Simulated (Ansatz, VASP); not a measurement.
S: VASP beside Ansatz

```
CELL_PARAMETERS angstrom
-3.43307 3.43307 3.43307
3.43307 -3.43307 3.43307
3.43307 3.43307 -3.43307
ATOMIC_POSITIONS crystal
S 0.25000 0.25000 0.25000
S 0.50000 0.00000 0.25000
S 0.25000 0.50000 0.00000
S 0.00000 0.25000 0.50000
S 0.75000 0.75000 0.75000
S 0.50000 0.00000 0.75000
S 0.75000 0.50000 0.00000
S 0.00000 0.75000 0.50000
```

Alike in both runs: functional PBE; k mesh 8 × 8 × 8; occupations gaussian, width 0.1 eV; no spin polarisation.

Ansatz relaxed the structure, and its values are those at the end. VASP's run is a single point on that final structure, the one shown.

|  | VASP | Ansatz |
| --- | --- | --- |
| version | VASP 6.6.1 | Ansatz 0.2.0 |
| potentials or method | VASP PAW PBE potentials, release 64 (S), cutoff 520 eV | scalar-relativistic, plane waves, PAW |
| valence electrons in the cell | 48 | 48 |

Ansatz gave:

- gap on the k mesh at the Fermi level (eV): none
- pressure (GPa): 0.0

**Question.** What did VASP give for the same quantities?

**Answer.** gap on the k mesh at the Fermi level (eV): none; pressure (GPa): -0.1.

A gap of «none» marks a metal or a gap that the smearing closes. The functional is the same, so the differences come from potentials, cutoffs and numerics.
